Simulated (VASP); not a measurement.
# TmI4 (P6/mmm) in VASP: a series of runs

Runs on TmI4. Level: PBE. Tasks: single point.

Program: VASP 6.6.1. These are calculated values, not measurements. Logs are shortened: lines on timing, memory, paths and dates and some standing lists are left out, and cuts for length are marked.

### Step 1. The cell of the first run

The structure is hexagonal, space group P6/mmm (No. 191). The conventional cell has a = 6.721 Å, b = 6.721 Å, c = 5.887 Å, α = 90.00°, β = 90.00°, γ = 120.00°. Tm (site symmetry 6/mmm) has 8 I at 2.94 to 3.36 Å within 3.9 Å. I (site symmetry mmm) has 8 I at 3.36 to 4.47 Å and 2 Tm at 3.36 Å within 4.5 Å. I (site symmetry 6/mmm) has 2 Tm at 2.94 Å within 3.9 Å.

The cell was generated, and may not be a known phase.

### Step 2. Single point, PBE

Input file INCAR:

```
SYSTEM = TmI4
ALGO = Normal
EDIFF = 1E-6
ENCUT = 500
GGA = PE
GGA_COMPAT = .False.
ISIF = 2
ISMEAR = 0
LASPH = .True.
LCHARG = .False.
LMAXMIX = 6
LREAL = .False.
LWAVE = .False.
NBANDS = 26
NELM = 200
PREC = Accurate
SIGMA = 0.2
```

Input file KPOINTS:

```
k-points
0
Gamma
  3 3 2
  0 0 0
```

Input file POSCAR:

```
TmI4
1.0
    6.7212164866      0.0000000000      0.0000000000
   -3.3606082433      5.8207442217      0.0000000000
    0.0000000000      0.0000000000      5.8871699664
Tm I
1 4
Direct
    0.0000000000      0.0000000000      0.0000000000
    0.5000000000      0.0000000000      0.0000000000
    0.0000000000      0.5000000000      0.0000000000
    0.5000000000      0.5000000000      0.0000000000
    0.0000000000      0.0000000000      0.5000000000
```

Potentials or basis: VASP PAW PBE potentials, release 64 (Tm_3, I), 4f in core.

Started as:

```console
cat potpaw_PBE.64/Tm_3/POTCAR potpaw_PBE.64/I/POTCAR > POTCAR
mpirun -np 1 vasp_std > vasp.out
```

OUTCAR:

```text
SYSTEM = TmI4
   EDIFF = 1E-6
   ENCUT = 500
   GGA = PE
   ISIF = 2
   ISMEAR = 0
   LASPH = .True.
   LREAL = .False.
   NELM = 200
   PREC = Accurate

 ion  position               nearest neighbor table
   1  0.000  0.000  0.000-   5 2.94   5 2.94   3 3.36   4 3.36   3 3.36   4 3.36   2 3.36   2 3.36

   2  0.500  0.000  0.000-   3 3.36   4 3.36   4 3.36   3 3.36   1 3.36   1 3.36
   3  0.000  0.500  0.000-   1 3.36   2 3.36   1 3.36   2 3.36   4 3.36   4 3.36
   4  0.500  0.500  0.000-   1 3.36   2 3.36   2 3.36   1 3.36   3 3.36   3 3.36
   5  0.000  0.000  0.500-   1 2.94   1 2.94

  LATTYP: Found a hexagonal cell.
 ALAT       =     6.7212164866
 C/A-ratio  =     0.8759083982

  Lattice vectors:

 A1 = (   6.7212164866,   0.0000000000,   0.0000000000)
 A2 = (  -3.3606082433,   5.8207442217,   0.0000000000)
 A3 = (   0.0000000000,   0.0000000000,   5.8871699664)

Analysis of symmetry for initial positions (statically):
=====================================================================
 Subroutine PRICEL returns:
 Original cell was already a primitive cell.

 Routine SETGRP: Setting up the symmetry group for a
 hexagonal supercell.

 Subroutine GETGRP returns: Found 24 space group operations
 (whereof 24 operations were pure point group operations)
 out of a pool of 24 trial point group operations.

The static configuration has the point symmetry D_6h.

Analysis of symmetry for dynamics (positions and initial velocities):
=====================================================================
 Subroutine PRICEL returns:
 Original cell was already a primitive cell.

 Routine SETGRP: Setting up the symmetry group for a
 hexagonal supercell.

 Subroutine GETGRP returns: Found 24 space group operations
 (whereof 24 operations were pure point group operations)
 out of a pool of 24 trial point group operations.

The dynamic configuration has the point symmetry D_6h.

 Subroutine INISYM returns: Found 24 space group operations
 (whereof 24 operations are pure point group operations),
 and found     1 'primitive' translations

----------------------------------------------------------------------------------------

                                     Primitive cell

  volume of cell :     230.3207

  direct lattice vectors                    reciprocal lattice vectors
     6.721216487  0.000000000  0.000000000     0.148782590  0.085899669  0.000000000
    -3.360608243  5.820744222  0.000000000     0.000000000  0.171799337  0.000000000
     0.000000000  0.000000000  5.887169966     0.000000000  0.000000000  0.169860902

  length of vectors
     6.721216487  6.721216487  5.887169966     0.171799337  0.171799337  0.169860902

  position of ions in fractional coordinates (direct lattice)
     0.000000000  0.000000000  0.000000000
     0.500000000  0.000000000  0.000000000
     0.000000000  0.500000000  0.000000000
     0.500000000  0.500000000  0.000000000
     0.000000000  0.000000000  0.500000000

  ion indices of the primitive-cell ions
   primitive index   ion index
                 1           1
                 2           2
                 3           3
                 4           4
                 5           5

----------------------------------------------------------------------------------------

 KPOINTS: k-points

Automatic generation of k-mesh.
 Grid dimensions read from file:
 generate k-points for:    3    3    2

 Generating k-lattice:

  Cartesian coordinates                     Fractional coordinates (reciprocal lattice)
     0.049594197  0.028633223  0.000000000     0.333333333  0.000000000  0.000000000
     0.000000000  0.057266446  0.000000000     0.000000000  0.333333333  0.000000000
     0.000000000  0.000000000  0.084930451     0.000000000  0.000000000  0.500000000

  Length of vectors
     0.057266446  0.057266446  0.084930451

  Shift w.r.t. Gamma in fractional coordinates (k-lattice)
     0.000000000  0.000000000  0.000000000

 Subroutine IBZKPT returns following result:
 ===========================================

 Found      6 irreducible k-points:

 Following reciprocal coordinates:
            Coordinates               Weight
  0.000000  0.000000  0.000000      1.000000
  0.333333  0.000000  0.000000      6.000000
  0.333333  0.333333  0.000000      2.000000
  0.000000  0.000000  0.500000      1.000000
  0.333333  0.000000  0.500000      6.000000
  0.333333  0.333333  0.500000      2.000000
   k-points           NKPTS =      6   k-points in BZ     NKDIM =      6   number of bands    NBANDS=     26
   number of dos      NEDOS =    301   number of ions     NIONS =      5
   total plane-waves  NPLWV = 120000
   dimension x,y,z NGX =    50 NGY =   50 NGZ =   48
   dimension x,y,z NGXF=   100 NGYF=  100 NGZF=   96
   ions per type =               1   4
   NGX,Y,Z   is equivalent  to a cutoff of  12.37, 12.37, 13.55 a.u.
   NGXF,Y,Z  is equivalent  to a cutoff of  24.73, 24.73, 27.11 a.u.
 SYSTEM =  TmI4
   PREC   = accura    normal or accurate (medium, high low for compatibility)
   ISTART =      0    job   : 0-new  1-cont  2-samecut
   ICHARG =      2    charge: 1-file 2-atom 10-const
   ISPIN  =      1    spin polarized calculation?
   LNONCOLLINEAR =      F non collinear calculations
   LSORBIT =      F    spin-orbit coupling
   LASPH  =      T    aspherical Exc in radial PAW
   ENCUT  =  500.0 eV  36.75 Ry    6.06 a.u.  12.25 12.25 10.73*2*pi/ulx,y,z
   NELM   =    200;   NELMIN=  2; NELMDL= -5     # of ELM steps
   EDIFF  = 0.1E-05   stopping-criterion for ELM
   LREAL  =      F    real-space projection
   EDIFFG = 0.1E-04   stopping-criterion for IOM
   NSW    =      0    number of steps for IOM
   IBRION =     -1    ionic relax: 0-MD 1-quasi-New 2-CG
   NFREE  =      0    steps in history (QN), initial steepest desc. (CG)
   ISIF   =      2    stress and relaxation
   ISYM   =      2    0-nonsym 1-usesym 2-fastsym
   POTIM  = 0.5000    time-step for ionic-motion
   TEBEG  =    0.0;   TEEND  =   0.0 temperature during run
   PSTRESS=    0.0 pullay stress
   NELECT =      37.0000    total number of electrons
   NUPDOWN=      -1.0000    fix difference up-down
   EMIN   =  10.00;   EMAX   =-10.00  energy-range for DOS
   EFERMI =   0.00;   METHOD = LEGACY
   ISMEAR =     0;   SIGMA  =   0.20  broadening in eV -4-tet -1-fermi 0-gaus
   EFERMI_NEDOS =   21; number of points for ismear=-14 and -15
   IALGO  =     38    algorithm
   IMIX   =      4    mixing-type and parameters
     AMIX     =   0.40;   BMIX     =  1.00
     AMIX_MAG =   1.60;   BMIX_MAG =  1.00
  volume/ion in A,a.u.               =      46.06       310.86
  Fermi-wavevector in a.u.,A,eV,Ry     =   0.889948  1.681757 10.775905  0.792007
  Thomas-Fermi vector in A             =   2.011574
   LORBIT       =      0    0 simple, 1 ext, 2 COOP (PROOUT), +10 PAW based schemes
   GGA     = PE    functional components
   LHFCALC =     F    Hartree Fock is set to
   AEXX    =    0.0000 exact exchange contribution
   IVDW    =     0    specifies the selected vdW correction
   LEPSILON=     F    determine dielectric tensor
   LRPA    =     F    only Hartree local field effects (RPA)
 non-spin polarized calculation
 Gauss-broadening in eV      SIGMA  =   0.20
  energy-cutoff  :      500.00
  volume of cell :      230.32
 maximum number of plane-waves:      5880
 NGX is ok and might be reduce to    50
   NGX = 25   NGY = 25   NGZ = 21

 number of electron      36.9999995 magnetization

 Free energy of the ion-electron system (eV)
  ---------------------------------------------------
  ext. energy  EPLUGINS =         0.00000000
  ---------------------------------------------------
  free energy    TOTEN  =       -13.70401441 eV

  energy without entropy =      -13.61734637  energy(sigma->0) =      -13.66068039

 E-fermi :   2.7621     XC(G=0):  -7.4441

 val. band max:        2.7611804549   @ k =   0.3333   0.0000   0.5000
 cond. band min:       2.7645018049   @ k =   0.3333   0.0000   0.0000
 fundamental gap:      0.0033213500
 Fermi energy:         2.7620602042

 k-point     1 :       0.0000    0.0000    0.0000
  band No.  band energies     occupation
      1     -25.0771      2.00000
      2     -25.0133      2.00000
      3     -25.0133      2.00000
      4     -11.2505      2.00000
      5     -10.6857      2.00000
      6      -9.6647      2.00000
[... 18 lines left out ...]
     25       4.2158      0.00000
     26       5.9527      0.00000

 k-point     2 :       0.3333    0.0000    0.0000
  band No.  band energies     occupation
      1     -25.0771      2.00000
      2     -25.0136      2.00000
      3     -25.0134      2.00000
      4     -10.9733      2.00000
      5     -10.6928      2.00000
      6     -10.0716      2.00000
[... 18 lines left out ...]
     25       5.4809      0.00000
     26       6.6280      0.00000

 k-point     3 :       0.3333    0.3333    0.0000
  band No.  band energies     occupation
      1     -25.0771      2.00000
      2     -25.0136      2.00000
      3     -25.0136      2.00000
      4     -10.7658      2.00000
      5     -10.5056      2.00000
      6     -10.5056      2.00000
[... 18 lines left out ...]
     25       6.1014      0.00000
     26       7.4700      0.00000

 k-point     4 :       0.0000    0.0000    0.5000
  band No.  band energies     occupation
      1     -25.0795      2.00000
      2     -25.0131      2.00000
      3     -25.0131      2.00000
      4     -11.1901      2.00000
      5     -10.5452      2.00000
      6      -9.6610      2.00000
[... 18 lines left out ...]
     25       7.1216      0.00000
     26       7.9595      0.00000

 k-point     5 :       0.3333    0.0000    0.5000
  band No.  band energies     occupation
      1     -25.0795      2.00000
      2     -25.0134      2.00000
      3     -25.0131      2.00000
      4     -10.9060      2.00000
      5     -10.5433      2.00000
      6     -10.0753      2.00000
[... 18 lines left out ...]
     25       7.0727      0.00000
     26       7.5629      0.00000

 k-point     6 :       0.3333    0.3333    0.5000
  band No.  band energies     occupation
      1     -25.0795      2.00000
      2     -25.0134      2.00000
      3     -25.0134      2.00000
      4     -10.5424      2.00000
      5     -10.5000      2.00000
      6     -10.5000      2.00000
[... 18 lines left out ...]
     25       6.9964      0.00000
     26       7.4810      0.00000

------------------------ aborting loop because EDIFF is reached ----------------------------------------

  FORCE on cell =-STRESS in cart. coord.  units (eV):
  Direction    XX          YY          ZZ          XY          YZ          ZX
  --------------------------------------------------------------------------------------
  -------------------------------------------------------------------------------------
  Total        1.1988791      1.1988791      0.6536252      0.0000000      0.0000000      0.0000000
  in kB        8.3397492      8.3397492      4.5468056      0.0000000      0.0000000      0.0000000
  external PRESSURE =       7.0754347 kB  Pullay stress =       0.0000000 kB

 VOLUME and BASIS-vectors are now :
 -----------------------------------------------------------------------------
  energy-cutoff  :      500.00
  volume of cell :      230.32
      direct lattice vectors                 reciprocal lattice vectors
     6.721216487  0.000000000  0.000000000     0.148782590  0.085899669  0.000000000
    -3.360608243  5.820744222  0.000000000     0.000000000  0.171799337  0.000000000
     0.000000000  0.000000000  5.887169966     0.000000000  0.000000000  0.169860902

 POSITION                                       TOTAL-FORCE (eV/Angst)
 -----------------------------------------------------------------------------------
      0.00000      0.00000      0.00000         0.000000      0.000000      0.000000
      3.36061      0.00000      0.00000         0.000000      0.000000      0.000000
     -1.68030      2.91037      0.00000         0.000000      0.000000      0.000000
      1.68030      2.91037      0.00000        -0.000000      0.000000      0.000000
      0.00000      0.00000      2.94358         0.000000      0.000000      0.000000
 -----------------------------------------------------------------------------------
    total drift:                               -0.000000      0.000000     -0.000000

  FREE ENERGIE OF THE ION-ELECTRON SYSTEM (eV)
  ---------------------------------------------------
  free  energy   TOTEN  =       -13.7040144132 eV

  energy  without entropy=      -13.6173463724  energy(sigma->0) =      -13.66068039
```

Wall time 34 s (1 thread of AMD EPYC 9R45 (Zen 5), shared host); peak memory 0.3 GiB.

Results:

| Quantity | Value |
| --- | --- |
| Free energy | -13.7040 eV |
| Pressure | 0.7 GPa |
| Band gap on the k mesh | zero (an odd number of electrons rules out a gap without spin polarisation) |

Levels at points of the mesh, in eV from the Fermi level:
| k point | band 14 | band 15 | band 16 | band 17 | band 18 | band 19 | band 20 | band 21 | band 22 | band 23 |
| --- | --- | --- | --- | --- | --- | --- | --- | --- | --- | --- |
| (0.00, 0.00, 0.00) | -2.74 | -1.92 | -1.92 | -1.07 | -0.12 | 0.32 | 0.32 | 0.32 | 0.32 | 0.99 |
| (0.00, 0.00, 0.50) | -3.33 | -2.04 | -2.04 | -1.07 | 0.15 | 0.30 | 0.30 | 1.01 | 1.01 | 1.76 |

Caveat: the k points lie up to 0.53 Å⁻¹ apart, too coarse for converged energies and pressures of a metal; spin-orbit coupling is left out, which moves the levels of the heavy elements; the 4f electrons are frozen in the core, so they carry no moment and show no levels; an odd number of electrons without spin polarisation forces a metal; a magnetic or distorted state may lie lower; the run has no spin polarisation, though such a crystal can be magnetic. Spin polarisation is off, so any magnetic state and its effect on volume and gap are missing.

### Step 3. Single point, PBE

This run uses another cell than the first one, of 46.86 Å³/atom.

Input file INCAR:

```
PREC     = Accurate       # precision mode
ENCUT    = 500            # plane-wave cutoff, eV
EDIFF    = 1E-6           # SCF threshold, eV
ISMEAR   = 0              # smearing method
SIGMA    = 0.2            # smearing width, eV
LREAL    = F              # projectors in reciprocal space
LASPH    = T              # aspherical terms in the spheres
NELM     = 200            # most SCF steps
ALGO     = Normal         # electronic algorithm
ISIF     = 2              # what is computed and relaxed
LWAVE    = F              # write WAVECAR
LCHARG   = F              # write CHGCAR
GGA      = PE             # functional
NBANDS   = 26             # bands
GGA_COMPAT= F            
LMAXMIX  = 6              # l up to which the mixer works
```

Input file KPOINTS:

```
Automatic mesh
0
Gamma
  3 3 3
```

Input file POSCAR:

```
TmI4
1.0
    6.7900623962      0.0000000000      0.0000000000
   -3.3950311981      5.8803665284      0.0000000000
    0.0000000000      0.0000000000      5.8677989663
Tm I
1 4
Direct
    0.0000000000      0.0000000000      0.5000000000
    0.5000000000      0.0000000000      0.5000000000
    0.0000000000      0.5000000000      0.5000000000
    0.5000000000      0.5000000000      0.5000000000
    0.0000000000      0.0000000000      0.0000000000
```

Potentials or basis: VASP PAW PBE potentials, release 64 (Tm_3, I), 4f in core.

Started as:

```console
cat potpaw_PBE.64/Tm_3/POTCAR potpaw_PBE.64/I/POTCAR > POTCAR
mpirun -np 1 vasp_std > vasp.out
```

Run time: 34 s. Hardware: 1 thread of AMD EPYC 9R45 (Zen 5), shared host; peak memory 0.3 GiB.

Results (log left out):

```
Free energy            : -13.7981 eV
Pressure               : 0.1 GPa
Band gap on the k mesh : zero (an odd number of electrons rules out a gap without spin polarisation)
```

Levels at points of the mesh, in eV from the Fermi level:
```
           k point  band 16  band 17  band 18  band 19  band 20  band 21  band 22  band 23
(0.00, 0.00, 0.00)    -1.83    -1.05    -0.10     0.29     0.29     0.35     0.35     1.00
```

Caveat: spin-orbit coupling is left out, which moves the levels of the heavy elements; the 4f electrons are frozen in the core, so they carry no moment and show no levels; an odd number of electrons without spin polarisation forces a metal; a magnetic or distorted state may lie lower; the run has no spin polarisation, though such a crystal can be magnetic. Spin polarisation is off, so any magnetic state and its effect on volume and gap are missing.

### Step 4. Single point, PBE

This run uses another cell than the first one, of 52.59 Å³/atom.

Input file INCAR:

```
ALGO     = Normal         # electronic algorithm
EDIFF    = 1E-6           # SCF threshold, eV
ENCUT    = 500            # plane-wave cutoff, eV
GGA      = PE             # functional
GGA_COMPAT= F            
ISIF     = 2              # what is computed and relaxed
ISMEAR   = 0              # smearing method
LASPH    = T              # aspherical terms in the spheres
LCHARG   = F              # write CHGCAR
LMAXMIX  = 6              # l up to which the mixer works
LREAL    = F              # projectors in reciprocal space
LWAVE    = F              # write WAVECAR
NBANDS   = 26             # bands
NELM     = 200            # most SCF steps
PREC     = Accurate       # precision mode
SIGMA    = 0.2            # smearing width, eV
```

Input file KPOINTS:

```
k-points
0
Gamma
  3 3 2
```

Input file POSCAR:

```
TmI4
1.0
    7.3420690800     -0.0000000037      0.0000000000
   -3.6710345368      6.3584183415      0.0000000000
    0.0000000000      0.0000000000      5.6321432540
Tm I
1 4
Direct
    0.0000000000      0.0000000000      0.5000000000
    0.4999989851      0.0000000000      0.0000000000
    0.0000000000      0.4999989851      0.0000000000
    0.5000010149      0.5000010149      0.0000000000
    0.0000000000      0.0000000000      0.0000000000
```

Started as:

```console
cat potpaw_PBE.64/Tm_3/POTCAR potpaw_PBE.64/I/POTCAR > POTCAR
mpirun -np 1 vasp_std > vasp.out
```

It took 50 s on 1 thread of AMD EPYC 9R45 (Zen 5), shared host; peak memory 0.31 GiB.

The run converged. Its results:

```
Free energy            : -9.6617 eV
Pressure               : 0.2 GPa
Band gap on the k mesh : zero (an odd number of electrons rules out a gap without spin polarisation)
```

Levels at points of the mesh, in eV from the Fermi level:
```csv
k point,band 14,band 15,band 16,band 17,band 18,band 19,band 20,band 21,band 22,band 23
"(0.00, 0.00, 0.00)",-1.24,-1.00,-1.00,-0.44,-0.40,0.21,0.21,0.52,0.52,0.80
"(0.00, 0.00, 0.50)",-1.54,-1.21,-1.21,-0.42,0.45,0.46,0.46,1.06,1.06,2.01
```

Caveat: the k points lie up to 0.56 Å⁻¹ apart, too coarse for converged energies and pressures of a metal; spin-orbit coupling is left out, which moves the levels of the heavy elements; this functional lacks dispersion, which binds layers or chains, so the pressure and a relaxed spacing across them are unreliable; the 4f electrons are frozen in the core, so they carry no moment and show no levels; an odd number of electrons without spin polarisation forces a metal; a magnetic or distorted state may lie lower; the run has no spin polarisation, though such a crystal can be magnetic.

### Step 5. The runs side by side

```csv
cell,k mesh,gap on the mesh (eV),pressure (GPa)
"a = 6.721, b = 6.721, c = 5.887 Å, angles 90.0, 90.0, 120.0°, 5 atoms, atomic positions A",3 × 3 × 2,none,0.7
"a = 6.790, b = 6.790, c = 5.868 Å, angles 90.0, 90.0, 120.0°, 5 atoms, atomic positions A",3 × 3 × 3,none,0.1
"a = 7.342, b = 7.342, c = 5.632 Å, angles 90.0, 90.0, 120.0°, 5 atoms, atomic positions B",3 × 3 × 2,none,0.2
```

Alike in all rows: task single point; level PBE; potentials or basis VASP PAW PBE potentials, release 64 (Tm_3, I), 4f in core; no spin polarisation; cutoff (eV) 500; smearing gaussian 0.2 eV.

Caveats: some runs use coarse meshes; spin-orbit coupling is left out, which moves the levels of the heavy elements; the 4f electrons are frozen in the core, so they carry no moment and show no levels; an odd number of electrons without spin polarisation forces a metal; a magnetic or distorted state may lie lower; the run has no spin polarisation, though such a crystal can be magnetic; this functional lacks dispersion, which binds layers or chains, so the pressure and a relaxed spacing across them are unreliable (at least some runs).

Total energies depend on the potentials used, so only differences within one code and one set of settings carry meaning.

The gap in the log of VASP goes by the Fermi energy; the results here count the filled bands.